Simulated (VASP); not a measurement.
# Sr (P6/mmm) in VASP: notebook

The runs below take Sr through single point, with PBE.

All numbers are computed with VASP 6.6.1; they aren't measurements. Logs are shortened: lines on timing, memory, paths and dates and some standing lists are left out, and cuts for length are marked.

### 1 The cell of the first run

The structure is hexagonal, space group P6/mmm (No. 191). Conventional cell: a = 6.852 Å, b = 6.852 Å, c = 4.092 Å, α = 90.00°, β = 90.00°, γ = 120.00°. Within 5.4 Å of Sr (site symmetry 6/mmm) lie 14 Sr at 4.09 to 4.45 Å. Within 5.2 Å of Sr (site symmetry -6m2) lie 11 Sr at 3.96 to 4.45 Å.

This isn't the form of Sr at room conditions, which is fcc.

### 2 Single point, PBE

File INCAR:

```
SYSTEM = Sr
PREC = Accurate ; ENCUT = 520
EDIFF = 1E-6 ; ISMEAR = -1
SIGMA = 0.1 ; LREAL = .False.
LASPH = .True. ; NELM = 80
ALGO = Normal ; ISIF = 2
LWAVE = .False. ; LCHARG = .True.
GGA = PE ; LELF = .True.
LVHAR = .True. ; NBANDS = 22
```

File KPOINTS:

```
Automatic mesh
0
Gamma
  6 6 8
  0 0 0
```

File POSCAR:

```
Sr
1.0
    6.8520157632      0.0000000000      0.0000000000
   -3.4260078816      5.9340197181      0.0000000000
    0.0000000000      0.0000000000      4.0919056836
Sr
3
Direct
    0.0000000000      1.0000000000      0.0000000000
    0.3333333333      0.6666666667      0.5000000000
    0.6666666667      0.3333333333      0.5000000000
```

Potentials or basis: VASP PAW PBE potentials, release 64 (Sr_sv).

Command:

```sh
cat potpaw_PBE.64/Sr_sv/POTCAR > POTCAR
mpirun -np 1 vasp_std > vasp.out
```

OUTCAR:

```text
SYSTEM = Sr
   PREC = Accurate
   ENCUT = 520
   EDIFF = 1E-6
   ISMEAR = -1
   LREAL = .False.
   LASPH = .True.
   NELM = 80
   ISIF = 2
   GGA = PE

 ion  position               nearest neighbor table
   1  0.000  0.000  0.000-   2 4.45   3 4.45   2 4.45   3 4.45   3 4.45   3 4.45   2 4.45   2 4.45
                             3 4.45   3 4.45   2 4.45   2 4.45
   2  0.333  0.667  0.500-   3 3.96   3 3.96   3 3.96   1 4.45   1 4.45   1 4.45   1 4.45   1 4.45
                             1 4.45
   3  0.667  0.333  0.500-   2 3.96   2 3.96   2 3.96   1 4.45   1 4.45   1 4.45   1 4.45   1 4.45
                             1 4.45

  LATTYP: Found a hexagonal cell.
 ALAT       =     6.8520157632
 C/A-ratio  =     0.5971827598

  Lattice vectors:

 A1 = (   6.8520157632,   0.0000000000,   0.0000000000)
 A2 = (  -3.4260078816,   5.9340197181,   0.0000000000)
 A3 = (   0.0000000000,   0.0000000000,   4.0919056836)

Analysis of symmetry for initial positions (statically):
=====================================================================
 Subroutine PRICEL returns:
 Original cell was already a primitive cell.

 Routine SETGRP: Setting up the symmetry group for a
 hexagonal supercell.

 Subroutine GETGRP returns: Found 24 space group operations
 (whereof 24 operations were pure point group operations)
 out of a pool of 24 trial point group operations.

The static configuration has the point symmetry D_6h.

Analysis of symmetry for dynamics (positions and initial velocities):
=====================================================================
 Subroutine PRICEL returns:
 Original cell was already a primitive cell.

 Routine SETGRP: Setting up the symmetry group for a
 hexagonal supercell.

 Subroutine GETGRP returns: Found 24 space group operations
 (whereof 24 operations were pure point group operations)
 out of a pool of 24 trial point group operations.

The dynamic configuration has the point symmetry D_6h.

 Subroutine INISYM returns: Found 24 space group operations
 (whereof 24 operations are pure point group operations),
 and found     1 'primitive' translations

----------------------------------------------------------------------------------------

                                     Primitive cell

  volume of cell :     166.3769

  direct lattice vectors                    reciprocal lattice vectors
     6.852015763  0.000000000  0.000000000     0.145942455  0.084259915  0.000000000
    -3.426007882  5.934019718  0.000000000     0.000000000  0.168519831  0.000000000
     0.000000000  0.000000000  4.091905684     0.000000000  0.000000000  0.244384909

  length of vectors
     6.852015763  6.852015763  4.091905684     0.168519831  0.168519831  0.244384909

  position of ions in fractional coordinates (direct lattice)
     0.000000000  0.000000000  0.000000000
     0.333333333  0.666666667  0.500000000
     0.666666667  0.333333333  0.500000000

  ion indices of the primitive-cell ions
   primitive index   ion index
                 1           1
                 2           2
                 3           3

----------------------------------------------------------------------------------------

 KPOINTS: Automatic mesh

Automatic generation of k-mesh.
 Grid dimensions read from file:
 generate k-points for:    6    6    8

 Generating k-lattice:

  Cartesian coordinates                     Fractional coordinates (reciprocal lattice)
     0.024323742  0.014043319  0.000000000     0.166666667 -0.000000000  0.000000000
     0.000000000  0.028086638  0.000000000     0.000000000  0.166666667  0.000000000
     0.000000000  0.000000000  0.030548114     0.000000000  0.000000000  0.125000000

  Length of vectors
     0.028086638  0.028086638  0.030548114

  Shift w.r.t. Gamma in fractional coordinates (k-lattice)
     0.000000000  0.000000000  0.000000000

 Subroutine IBZKPT returns following result:
 ===========================================

 Found     35 irreducible k-points:

 Following reciprocal coordinates:
            Coordinates               Weight
  0.000000  0.000000  0.000000      1.000000
  0.166667  0.000000  0.000000      6.000000
  0.333333  0.000000  0.000000      6.000000
  0.500000  0.000000  0.000000      3.000000
  0.166667  0.166667  0.000000      6.000000
  0.333333  0.166667  0.000000     12.000000
[... 16 lines left out ...]
  0.166667  0.000000  0.375000     12.000000
  0.333333  0.000000  0.375000     12.000000
 [... further k-points ...]
   k-points           NKPTS =     35   k-points in BZ     NKDIM =     35   number of bands    NBANDS=     22
   number of dos      NEDOS =    301   number of ions     NIONS =      3
   total plane-waves  NPLWV =  87480
   dimension x,y,z NGX =    54 NGY =   54 NGZ =   30
   dimension x,y,z NGXF=   108 NGYF=  108 NGZF=   60
   ions per type =               3
   NGX,Y,Z   is equivalent  to a cutoff of  13.10, 13.10, 12.19 a.u.
   NGXF,Y,Z  is equivalent  to a cutoff of  26.20, 26.20, 24.38 a.u.
 SYSTEM =  Sr
   PREC   = accura    normal or accurate (medium, high low for compatibility)
   ISTART =      0    job   : 0-new  1-cont  2-samecut
   ICHARG =      2    charge: 1-file 2-atom 10-const
   ISPIN  =      1    spin polarized calculation?
   LNONCOLLINEAR =      F non collinear calculations
   LSORBIT =      F    spin-orbit coupling
   LASPH  =      T    aspherical Exc in radial PAW
   ENCUT  =  520.0 eV  38.22 Ry    6.18 a.u.  12.74 12.74  7.61*2*pi/ulx,y,z
   NELM   =     80;   NELMIN=  2; NELMDL= -5     # of ELM steps
   EDIFF  = 0.1E-05   stopping-criterion for ELM
   LREAL  =      F    real-space projection
[... 7 lines left out ...]
   TEBEG  =    0.0;   TEEND  =   0.0 temperature during run
   PSTRESS=    0.0 pullay stress
   NELECT =      30.0000    total number of electrons
   NUPDOWN=      -1.0000    fix difference up-down
   EMIN   =  10.00;   EMAX   =-10.00  energy-range for DOS
   EFERMI =   0.00;   METHOD = LEGACY
   ISMEAR =    -1;   SIGMA  =   0.10  broadening in eV -4-tet -1-fermi 0-gaus
   EFERMI_NEDOS =   21; number of points for ismear=-14 and -15
   IALGO  =     38    algorithm
   IMIX   =      4    mixing-type and parameters
     AMIX     =   0.40;   BMIX     =  1.00
     AMIX_MAG =   1.60;   BMIX_MAG =  1.00
  volume/ion in A,a.u.               =      55.46       374.26
  Fermi-wavevector in a.u.,A,eV,Ry     =   0.924878  1.747765 11.638404  0.855399
  Thomas-Fermi vector in A             =   2.050671
   LORBIT       =      0    0 simple, 1 ext, 2 COOP (PROOUT), +10 PAW based schemes
   GGA     = PE    functional components
   LHFCALC =     F    Hartree Fock is set to
   AEXX    =    0.0000 exact exchange contribution
   IVDW    =     0    specifies the selected vdW correction
   LEPSILON=     F    determine dielectric tensor
   LRPA    =     F    only Hartree local field effects (RPA)
 non-spin polarized calculation
  energy-cutoff  :      520.00
  volume of cell :      166.38
 maximum number of plane-waves:      4506
 NGX is ok and might be reduce to    54
   NGX = 25   NGY = 25   NGZ = 15

 number of electron      29.9999999 magnetization

 Free energy of the ion-electron system (eV)
  ---------------------------------------------------
  ext. energy  EPLUGINS =         0.00000000
  ---------------------------------------------------
  free energy    TOTEN  =        -4.83246803 eV

  energy without entropy =       -4.66652556  energy(sigma->0) =       -4.74949679

 E-fermi :   1.5439     XC(G=0):  -7.3224

 val. band max:        1.5373693130   @ k =   0.3333   0.1667   0.5000
 cond. band min:       1.5567725516   @ k =   0.3333   0.0000   0.5000
 fundamental gap:      0.0194032386
 Fermi energy:         1.5438669546

 k-point     1 :       0.0000    0.0000    0.0000
  band No.  band energies     occupation
      1     -35.1202      2.00000
      2     -35.1008      2.00000
      3     -35.0343      2.00000
      4     -17.1786      2.00000
      5     -17.1786      2.00000
      6     -17.0693      2.00000
[... 14 lines left out ...]
     21       4.2158      0.00000
     22       4.2158      0.00000

 k-point     2 :       0.1667    0.0000    0.0000
  band No.  band energies     occupation
      1     -35.1190      2.00000
      2     -35.1019      2.00000
      3     -35.0344      2.00000
      4     -17.1866      2.00000
      5     -17.1761      2.00000
      6     -17.0594      2.00000
[... 14 lines left out ...]
     21       3.9556      0.00000
     22       4.3468      0.00000

 k-point     3 :       0.3333    0.0000    0.0000
  band No.  band energies     occupation
      1     -35.1160      2.00000
      2     -35.1048      2.00000
      3     -35.0345      2.00000
      4     -17.1998      2.00000
      5     -17.1611      2.00000
      6     -17.0596      2.00000
[... 14 lines left out ...]
     21       3.4068      0.00000
     22       4.2628      0.00000

 k-point     4 :       0.5000    0.0000    0.0000
  band No.  band energies     occupation
      1     -35.1135      2.00000
      2     -35.1072      2.00000
      3     -35.0346      2.00000
      4     -17.2055      2.00000
      5     -17.1433      2.00000
      6     -17.0799      2.00000
[... 14 lines left out ...]
     21       3.2798      0.00000
     22       4.1879      0.00000

 k-point     5 :       0.1667    0.1667    0.0000
  band No.  band energies     occupation
      1     -35.1169      2.00000
      2     -35.1040      2.00000
      3     -35.0345      2.00000
      4     -17.1939      2.00000
      5     -17.1694      2.00000
      6     -17.0575      2.00000
[... 417 lines left out ...]
 k-point    22 :       0.0000    0.0000    0.3750
  band No.  band energies     occupation
      1     -35.1130      2.00000
      2     -35.0940      2.00000
      3     -35.0276      2.00000
      4     -17.1631      2.00000
      5     -17.1631      2.00000
      6     -17.1578      2.00000
[... 14 lines left out ...]
     21       3.6933      0.00000
     22       3.6933      0.00000

 k-point    23 :       0.1667    0.0000    0.3750
  band No.  band energies     occupation
      1     -35.1118      2.00000
      2     -35.0951      2.00000
      3     -35.0276      2.00000
      4     -17.1668      2.00000
      5     -17.1595      2.00000
      6     -17.1558      2.00000
[... 14 lines left out ...]
     21       3.5602      0.00000
     22       3.6675      0.00000

 k-point    24 :       0.3333    0.0000    0.3750
  band No.  band energies     occupation
      1     -35.1089      2.00000
      2     -35.0980      2.00000
      3     -35.0276      2.00000
      4     -17.1736      2.00000
      5     -17.1575      2.00000
      6     -17.1499      2.00000
[... 14 lines left out ...]
     21       3.5329      0.00000
     22       3.5448      0.00000

 [... further k-points ...]

------------------------ aborting loop because EDIFF is reached ----------------------------------------

  FORCE on cell =-STRESS in cart. coord.  units (eV):
  Direction    XX          YY          ZZ          XY          YZ          ZX
  --------------------------------------------------------------------------------------
  -------------------------------------------------------------------------------------
  Total       -0.0002026     -0.0002026      0.0280339     -0.0000000      0.0000000      0.0000000
  in kB       -0.0019507     -0.0019507      0.2699608     -0.0000000      0.0000000      0.0000000
  external PRESSURE =       0.0886864 kB  Pullay stress =       0.0000000 kB

 VOLUME and BASIS-vectors are now :
 -----------------------------------------------------------------------------
  energy-cutoff  :      520.00
  volume of cell :      166.38
      direct lattice vectors                 reciprocal lattice vectors
     6.852015763  0.000000000  0.000000000     0.145942455  0.084259915  0.000000000
    -3.426007882  5.934019718  0.000000000     0.000000000  0.168519831  0.000000000
     0.000000000  0.000000000  4.091905684     0.000000000  0.000000000  0.244384909

 POSITION                                       TOTAL-FORCE (eV/Angst)
 -----------------------------------------------------------------------------------
      0.00000      0.00000      0.00000        -0.000000      0.000000      0.000000
     -0.00000      3.95601      2.04595         0.000000      0.000000      0.000000
      3.42601      1.97801      2.04595        -0.000000     -0.000000      0.000000
 -----------------------------------------------------------------------------------
    total drift:                                0.000000      0.000000      0.000000

  FREE ENERGIE OF THE ION-ELECTRON SYSTEM (eV)
  ---------------------------------------------------
  free  energy   TOTEN  =        -4.8324680327 eV

  energy  without entropy=       -4.6665255553  energy(sigma->0) =       -4.74949679
```

Run time: 3.1 min. Hardware: 1 thread of Oxide Virtual Turin-like, shared host; peak memory 0.29 GiB.

What came out:

* Free energy: -4.8325 eV
* Pressure: 0.0 GPa
* Band gap on the k mesh: zero (bands 15 and 16 overlap by 0.20 eV)

[end of part 1 of 2]
